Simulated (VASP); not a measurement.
Input of a VASP 6.6.1 run:

INCAR

```
ALGO     = Normal         # electronic algorithm
EDIFF    = 1E-6           # SCF threshold, eV
EDIFFG   = -0.01          # ionic threshold
ENCUT    = 520            # plane-wave cutoff, eV
GGA      = PE             # functional
IBRION   = 2              # ionic algorithm
ISIF     = 2              # what is computed and relaxed
ISMEAR   = -1             # smearing method
LASPH    = T              # aspherical terms in the spheres
LCHARG   = F              # write CHGCAR
LREAL    = F              # projectors in reciprocal space
LWAVE    = F              # write WAVECAR
NELM     = 60             # most SCF steps
NSW      = 50             # ionic steps
PREC     = Accurate       # precision mode
SIGMA    = 0.03           # smearing width, eV
```

KPOINTS

```
k-points
0
Gamma
  9 9 9
```

File POSCAR:

```
KF
1.0
    0.0000000000      2.1891035368      2.1891035368
    2.1891035368      0.0000000000      2.1891035368
    2.1891035368      2.1891035368      0.0000000000
K F
1 1
Direct
    0.0000000000      0.0000000000      0.0000000000
    0.5000000000      0.5000000000      0.5000000000
```

Potentials or basis: VASP PAW PBE potentials, release 64 (K_sv, F).

Command:

```sh
$ cat potpaw_PBE.64/K_sv/POTCAR potpaw_PBE.64/F/POTCAR > POTCAR
$ mpirun -np 1 vasp_std > vasp.out
```

(1) What does it give for the band gap on the k mesh?

## Answers

(1) 6.91 eV, indirect (least direct gap 7.05 eV).

Caveat: the relaxation stopped at its first step, so nothing moved.
